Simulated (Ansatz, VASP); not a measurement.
**MnS in VASP and in Ansatz**

```
CELL_PARAMETERS angstrom
0.00000 2.58586 2.58586
2.58586 0.00000 2.58586
2.58586 2.58586 0.00000
ATOMIC_POSITIONS crystal
Mn 0.00000 0.00000 0.00000
S 0.50000 0.50000 0.50000
```

Change from the starting cell: volume scaled by 0.97, PAW files.

Alike in both runs: task electric field gradients; functional PBE; k mesh 12 × 12 × 12; occupations fermi-dirac, width 0.05 eV; collinear spin.

|  | VASP | Ansatz |
| --- | --- | --- |
| version | VASP 6.6.1 | Ansatz 0.2.0 |
| potentials or method | VASP PAW PBE potentials, release 64 (Mn_pv, S) | PAW with Ansatz's default frozen-core files, scalar-relativistic |
| plane-wave cutoff (eV) | 520 | 420 |
| valence electrons in the cell | 19 | 21 |

|  | VASP | Ansatz | Ansatz less VASP |
| --- | --- | --- | --- |
| pressure (GPa) | -2.2 | -2.2 | -0.02 |
| net moment per atom (μB) | 2.31 | 2.31 | -0.001 |
| size of the moment on the site where the two differ most (μB) | 4.20 | 4.14 | -0.058 |

Site moments also hang on the region over which each program counts them. VASP's potentials hold 19 valence electrons a cell and Ansatz's 21, so a difference there can come from the potentials and not from the codes.
